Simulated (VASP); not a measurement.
A run of VASP 6.6.1:

The input INCAR:

```
  PREC = Accurate
  ENCUT = 520
  EDIFF = 1E-6
  ISMEAR = 0
  SIGMA = 0.1
  LREAL = False
  LASPH = True
  NELM = 80
  ALGO = Normal
  ISIF = 2
  LWAVE = False
  LCHARG = True
  GGA = PE
  LELF = True
  LVHAR = True
  NBANDS = 39
```

The input KPOINTS:

```
regular mesh
0
Gamma
  6 6 2
```

The input POSCAR:

```
Sn3Te2O
1.0
    4.5729739200      0.0000000000      0.0000000000
   -2.2864869600      3.9603115800      0.0000000000
    0.0000000000      0.0000000000     10.7768651800
Sn Te O
3 2 1
Direct
    0.5000000000      0.0000000000      0.5000000000
    0.0000000000      0.5000000000      0.5000000000
    0.5000000000      0.5000000000      0.5000000000
    0.3333333300      0.6666666700      0.0000000000
    0.6666666700      0.3333333300      0.0000000000
    0.0000000000      0.0000000000      0.5000000000
```

Potentials or basis: VASP PAW PBE potentials, release 64 (Sn_d, Te, O).

The run is started by

```sh
$ cat potpaw_PBE.64/Sn_d/POTCAR potpaw_PBE.64/Te/POTCAR potpaw_PBE.64/O/POTCAR > POTCAR
$ mpirun -np 1 vasp_std > vasp.out
```

Hardware: 1 thread of Intel(R) Xeon(R) Platinum 8559C (Emerald Rapids), with other jobs on the host.

Task: How long does it take, and how much memory?

Result: Run time: 92 s on 1 thread of Intel(R) Xeon(R) Platinum 8559C (Emerald Rapids), on a shared host, peak memory 0.35 GiB. Counts: scf iterations 17, k points 14.
